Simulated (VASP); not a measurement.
# B2P (Cmmm) in VASP: further runs

B2P is run at these levels: PBE; tasks: single point, relaxation of cell and atoms.

Everything below comes from runs of VASP 6.6.1. Logs are shortened: lines on timing, memory, paths and dates and some standing lists are left out, and cuts for length are marked.

## Step 1: The cell of the first run

It takes space group Cmmm (No. 65, orthorhombic). Conventional cell: a = 3.005 Å, b = 6.691 Å, c = 3.164 Å, α = 90.00°, β = 90.00°, γ = 90.00°. Within 2.2 Å of B (site symmetry m2m) lie 2 B at 1.68 Å and 2 P at 2.04 Å. P (site symmetry mmm) has 4 B at 2.04 Å within 2.7 Å.

The cell was built from a structure type or drawn by symmetry, and may not be a known phase.

## Step 2: Single point, PBE

The input, INCAR:

```
  ALGO = Normal
  EDIFF = 1E-6
  ENCUT = 520
  GGA = PE
  ISIF = 2
  ISMEAR = 0
  LASPH = T
  LCHARG = F
  LREAL = F
  LWAVE = F
  NBANDS = 20
  NELM = 80
  PREC = Accurate
  SIGMA = 0.1
```

The input, KPOINTS:

```
k-points
0
Gamma
  6 6 6
```

The input, POSCAR:

```
B2P
1.0
   -3.1635340347      3.3452838240      1.5024714525
    3.1635340347     -3.3452838240      1.5024714525
    3.1635340347      3.3452838240     -1.5024714525
B P
4 2
Direct
    0.8066137153      0.7500022904      0.0566114249
    0.1933908655      0.7500022904      0.4433885751
    0.1933862847      0.2499977096      0.9433885751
    0.8066091345      0.2499977096      0.5566114249
    0.0000000000      0.5000000000      0.0000000000
    0.0000000000      0.0000000000      0.5000000000
```

Potentials or basis: VASP PAW PBE potentials, release 64 (B, P).

Run with:

```console
cat potpaw_PBE.64/B/POTCAR potpaw_PBE.64/P/POTCAR > POTCAR
mpirun -np 1 vasp_std > vasp.out
```

OUTCAR:

```text
EDIFF = 1E-6
   ENCUT = 520
   GGA = PE
   ISIF = 2
   ISMEAR = 0
   LASPH = T
   LREAL = F
   NELM = 80
   PREC = Accurate

 ion  position               nearest neighbor table
   1  0.807  0.750  0.057-   3 1.68   3 1.68   5 2.04   6 2.04
   2  0.193  0.750  0.443-   4 1.68   4 1.68   6 2.04   5 2.04
   3  0.193  0.250  0.943-   1 1.68   1 1.68   5 2.04   6 2.04
   4  0.807  0.250  0.557-   2 1.68   2 1.68   6 2.04   5 2.04
   5  0.000  0.500  0.000-   1 2.04   3 2.04   2 2.04   4 2.04
   6  0.000  0.000  0.500-   2 2.04   4 2.04   3 2.04   1 2.04

  LATTYP: Found a body centered orthorhombic cell.
 ALAT       =     3.0049429050
 B/A-ratio  =     2.1055535061
 C/A-ratio  =     2.2265207225

  Lattice vectors:

 A1 = (   3.1635340347,  -3.3452838240,   1.5024714525)
 A2 = (  -3.1635340347,  -3.3452838240,  -1.5024714525)
 A3 = (   3.1635340347,   3.3452838240,  -1.5024714525)

Analysis of symmetry for initial positions (statically):
=====================================================================
 Subroutine PRICEL returns following result:

  LATTYP: Found a base centered orthorhombic cell.
 ALAT       =     3.0049429050
 B/A-ratio  =     2.2265207225
 C/A-ratio  =     1.0527767531

  Lattice vectors:

 A1 = (   0.0000000000,  -3.3452838240,  -1.5024714525)
 A2 = (   0.0000000000,   3.3452838240,  -1.5024714525)
 A3 = (   3.1635340347,   0.0000000000,   0.0000000000)

   2 primitive cells build up your supercell.

 Routine SETGRP: Setting up the symmetry group for a
 body centered orthorhombic supercell.

 Subroutine GETGRP returns: Found  8 space group operations
 (whereof  4 operations were pure point group operations)
 out of a pool of  8 trial point group operations.

The static configuration has the point symmetry C_2h.
 The point group associated with its full space group is D_2h.

Analysis of symmetry for dynamics (positions and initial velocities):
=====================================================================
 Subroutine PRICEL returns following result:

  LATTYP: Found a base centered orthorhombic cell.
 ALAT       =     3.0049429050
 B/A-ratio  =     2.2265207225
 C/A-ratio  =     1.0527767531

  Lattice vectors:

 A1 = (   0.0000000000,  -3.3452838240,  -1.5024714525)
 A2 = (   0.0000000000,   3.3452838240,  -1.5024714525)
 A3 = (   3.1635340347,   0.0000000000,   0.0000000000)

   2 primitive cells build up your supercell.

 Routine SETGRP: Setting up the symmetry group for a
 body centered orthorhombic supercell.

 Subroutine GETGRP returns: Found  8 space group operations
 (whereof  4 operations were pure point group operations)
 out of a pool of  8 trial point group operations.

The dynamic configuration has the point symmetry C_2h.
 The point group associated with its full space group is D_2h.

 Subroutine INISYM returns: Found  8 space group operations
 (whereof  4 operations are pure point group operations),
 and found     2 'primitive' translations

----------------------------------------------------------------------------------------

                                     Primitive cell

  volume of cell :      31.8011

  direct lattice vectors                    reciprocal lattice vectors
     0.000000000 -3.345283824 -1.502471452     0.000000000 -0.149464149 -0.332785025
     0.000000000  3.345283824 -1.502471453     0.000000000  0.149464149 -0.332785025
     3.163534035  0.000000000  0.000000000     0.316102178  0.000000000  0.000000000

  length of vectors
     3.667198431  3.667198431  3.163534035     0.364808724  0.364808724  0.316102178

  position of ions in fractional coordinates (direct lattice)
     0.193386285  0.306609135  1.000000000
     0.806609135  0.693386285  0.000000000
     0.000000000  0.500000000  0.500000000

  ion indices of the primitive-cell ions
   primitive index   ion index
                 1           1
                 2           2
                 3           5

----------------------------------------------------------------------------------------

 KPOINTS: k-points

Automatic generation of k-mesh.
 Grid dimensions read from file:
 generate k-points for:    6    6    6

 Generating k-lattice:

  Cartesian coordinates                     Fractional coordinates (reciprocal lattice)
     0.000000000  0.024910692  0.055464171     0.166666667  0.000000000  0.000000000
     0.026341848  0.000000000  0.055464171     0.000000000  0.166666667  0.000000000
     0.026341848  0.024910692  0.000000000     0.000000000  0.000000000  0.166666667

  Length of vectors
     0.060801454  0.061401687  0.036255145

  Shift w.r.t. Gamma in fractional coordinates (k-lattice)
     0.000000000  0.000000000  0.000000000

 Subroutine IBZKPT returns following result:
 ===========================================

 Found     46 irreducible k-points:

 Following reciprocal coordinates:
            Coordinates               Weight
  0.000000  0.000000  0.000000      1.000000
  0.166667  0.000000 -0.000000      4.000000
  0.333333  0.000000 -0.000000      4.000000
  0.500000  0.000000 -0.000000      2.000000
  0.000000  0.166667 -0.000000      4.000000
  0.166667  0.166667 -0.000000      8.000000
[... 16 lines left out ...]
 -0.166667  0.166667  0.166667      2.000000
  0.166667  0.333333  0.166667      4.000000
 [... further k-points ...]
   k-points           NKPTS =     46   k-points in BZ     NKDIM =     46   number of bands    NBANDS=     20
   number of dos      NEDOS =    301   number of ions     NIONS =      6
   total plane-waves  NPLWV =  46656
   dimension x,y,z NGX =    36 NGY =   36 NGZ =   36
   dimension x,y,z NGXF=    72 NGYF=   72 NGZF=   72
   ions per type =               4   2
   NGX,Y,Z   is equivalent  to a cutoff of  12.36, 12.36, 12.36 a.u.
   NGXF,Y,Z  is equivalent  to a cutoff of  24.71, 24.71, 24.71 a.u.
 SYSTEM =  unknown system
   PREC   = accura    normal or accurate (medium, high low for compatibility)
   ISTART =      0    job   : 0-new  1-cont  2-samecut
   ICHARG =      2    charge: 1-file 2-atom 10-const
   ISPIN  =      1    spin polarized calculation?
   LNONCOLLINEAR =      F non collinear calculations
   LSORBIT =      F    spin-orbit coupling
   LASPH  =      T    aspherical Exc in radial PAW
   ENCUT  =  520.0 eV  38.22 Ry    6.18 a.u.   9.01  9.01  9.01*2*pi/ulx,y,z
   NELM   =     80;   NELMIN=  2; NELMDL= -5     # of ELM steps
   EDIFF  = 0.1E-05   stopping-criterion for ELM
   LREAL  =      F    real-space projection
   EDIFFG = 0.1E-04   stopping-criterion for IOM
   NSW    =      0    number of steps for IOM
   IBRION =     -1    ionic relax: 0-MD 1-quasi-New 2-CG
   NFREE  =      0    steps in history (QN), initial steepest desc. (CG)
   ISIF   =      2    stress and relaxation
   ISYM   =      2    0-nonsym 1-usesym 2-fastsym
   POTIM  = 0.5000    time-step for ionic-motion
   TEBEG  =    0.0;   TEEND  =   0.0 temperature during run
   PSTRESS=    0.0 pullay stress
   NELECT =      22.0000    total number of electrons
   NUPDOWN=      -1.0000    fix difference up-down
   EMIN   =  10.00;   EMAX   =-10.00  energy-range for DOS
   EFERMI =   0.00;   METHOD = LEGACY
   ISMEAR =     0;   SIGMA  =   0.10  broadening in eV -4-tet -1-fermi 0-gaus
   EFERMI_NEDOS =   21; number of points for ismear=-14 and -15
   IALGO  =     38    algorithm
   IMIX   =      4    mixing-type and parameters
     AMIX     =   0.40;   BMIX     =  1.00
     AMIX_MAG =   1.60;   BMIX_MAG =  1.00
  volume/ion in A,a.u.               =      10.60        71.53
  Fermi-wavevector in a.u.,A,eV,Ry     =   1.149190  2.171654 17.968365  1.320638
  Thomas-Fermi vector in A             =   2.285861
   LORBIT       =      0    0 simple, 1 ext, 2 COOP (PROOUT), +10 PAW based schemes
   GGA     = PE    functional components
   LHFCALC =     F    Hartree Fock is set to
   AEXX    =    0.0000 exact exchange contribution
   IVDW    =     0    specifies the selected vdW correction
   LEPSILON=     F    determine dielectric tensor
   LRPA    =     F    only Hartree local field effects (RPA)
 non-spin polarized calculation
 Gauss-broadening in eV      SIGMA  =   0.10
  energy-cutoff  :      520.00
  volume of cell :       63.60
 maximum number of plane-waves:      1746
   NGX = 17   NGY = 17   NGZ = 17

 number of electron      22.0000000 magnetization

 Free energy of the ion-electron system (eV)
  ---------------------------------------------------
  ext. energy  EPLUGINS =         0.00000000
  ---------------------------------------------------
  free energy    TOTEN  =       -35.07310541 eV

  energy without entropy =      -35.06578636  energy(sigma->0) =      -35.06944589

 E-fermi :   6.7890     XC(G=0): -11.0604

 val. band max:        6.7508768307   @ k =  -0.3333  -0.3333   0.3333
 cond. band min:       6.7908824435   @ k =   0.3333  -0.3333   0.3333
 fundamental gap:      0.0400056129
 Fermi energy:         6.7890282627

 k-point     1 :       0.0000    0.0000    0.0000
  band No.  band energies     occupation
      1      -8.4688      2.00000
      2      -3.9306      2.00000
      3      -2.3890      2.00000
      4      -2.1202      2.00000
      5      -0.7512      2.00000
      6       2.1556      2.00000
[... 12 lines left out ...]
     19      13.6025      0.00000
     20      14.4386      0.00000

 k-point     2 :       0.1667    0.0000   -0.0000
  band No.  band energies     occupation
      1      -8.0557      2.00000
      2      -3.8600      2.00000
      3      -2.7586      2.00000
      4      -1.0761      2.00000
      5      -0.0638      2.00000
      6       0.7785      2.00000
[... 12 lines left out ...]
     19      15.2049      0.00000
     20      15.4485      0.00000
[... 465 lines left out ...]
      3      -3.1956      2.00000
      4      -0.4804      2.00000
      5       0.0546      2.00000
      6       0.9268      2.00000
[... 12 lines left out ...]
     19      13.9040      0.00000
     20      14.7800      0.00000

 k-point    24 :       0.1667    0.3333    0.1667
  band No.  band energies     occupation
      1      -5.1823      2.00000
      2      -5.1823      2.00000
      3      -1.4740      2.00000
      4      -1.4739      2.00000
      5       0.7411      2.00000
      6       0.7411      2.00000
[... 12 lines left out ...]
     19      14.7318      0.00000
     20      14.7318      0.00000

 [... further k-points ...]

------------------------ aborting loop because EDIFF is reached ----------------------------------------

  FORCE on cell =-STRESS in cart. coord.  units (eV):
  Direction    XX          YY          ZZ          XY          YZ          ZX
  --------------------------------------------------------------------------------------
  -------------------------------------------------------------------------------------
  Total       -0.0014788     -0.0113886     -0.0507058      0.0000000      0.0000000      0.0000000
  in kB       -0.0372508     -0.2868847     -1.2773104      0.0000000      0.0000000      0.0000000
  external PRESSURE =      -0.5338153 kB  Pullay stress =       0.0000000 kB

 VOLUME and BASIS-vectors are now :
 -----------------------------------------------------------------------------
  energy-cutoff  :      520.00
  volume of cell :       63.60
      direct lattice vectors                 reciprocal lattice vectors
    -3.163534035  3.345283824  1.502471453     0.000000000  0.149464149  0.332785025
     3.163534035 -3.345283824  1.502471453     0.158051089  0.000000000  0.332785025
     3.163534035  3.345283824 -1.502471453     0.158051089  0.149464149  0.000000000

 POSITION                                       TOTAL-FORCE (eV/Angst)
 -----------------------------------------------------------------------------------
     -0.00000      0.37876      2.25371         0.000000     -0.012649     -0.000000
      3.16353     -0.37876      0.75124        -0.000000      0.012649     -0.000000
      3.16353      2.96652     -0.75124        -0.000000      0.012649      0.000000
      0.00000      3.72405      0.75123         0.000000     -0.012649      0.000000
      1.58177     -1.67264      0.75124        -0.000000     -0.000000      0.000000
      1.58177      1.67264     -0.75124        -0.000000     -0.000000      0.000000
 -----------------------------------------------------------------------------------
    total drift:                                0.000000      0.000000     -0.000000

  FREE ENERGIE OF THE ION-ELECTRON SYSTEM (eV)
  ---------------------------------------------------
  free  energy   TOTEN  =       -35.0731054142 eV

  energy  without entropy=      -35.0657863634  energy(sigma->0) =      -35.06944589
```

It took 25 s on 1 thread of Intel Xeon 6975P-C (Granite Rapids), shared host; peak memory 0.21 GiB.

Results:

```
Free energy            : -35.0731 eV
Pressure               : -0.1 GPa
Largest force          : 0.013 eV/Å
Band gap on the k mesh : zero (bands 11 and 12 overlap by 4.00 eV)
```

Forces on the atoms (eV/Å):
```
B    0.000 -0.013  0.000
B    0.000  0.013  0.000
B    0.000  0.013  0.000
B    0.000 -0.013  0.000
P    0.000  0.000  0.000
P    0.000  0.000  0.000
```

Stress tensor (GPa, compression positive):
```
 0.00  0.00  0.00
 0.00 -0.03  0.00
 0.00  0.00 -0.13
```

Levels at points of the mesh, in eV from the Fermi level:
| k point | band 8 | band 9 | band 10 | band 11 | band 12 | band 13 | band 14 | band 15 |
| --- | --- | --- | --- | --- | --- | --- | --- | --- |
| (0.00, 0.00, 0.00) | -4.16 | -1.75 | -1.62 | 1.23 | 1.35 | 2.18 | 5.26 | 5.35 |
| (0.50, 0.00, 0.00) | -4.29 | -4.00 | -2.43 | -2.12 | 0.20 | 0.74 | 1.78 | 2.46 |
| (0.00, 0.50, 0.00) | -5.49 | -2.48 | -2.48 | -1.48 | -1.48 | 0.89 | 0.89 | 4.42 |
| (0.50, 0.50, 0.00) | -2.07 | -2.03 | -2.03 | 1.57 | 1.57 | 2.91 | 2.91 | 4.48 |
| (0.50, 0.50, 0.50) | -1.67 | -1.21 | -1.06 | -1.03 | 1.35 | 1.39 | 1.65 | 2.94 |

Caveat: the k points lie up to 0.38 Å⁻¹ apart, too coarse for converged energies and pressures of a metal.

(Part 1 of 2 ends here.)
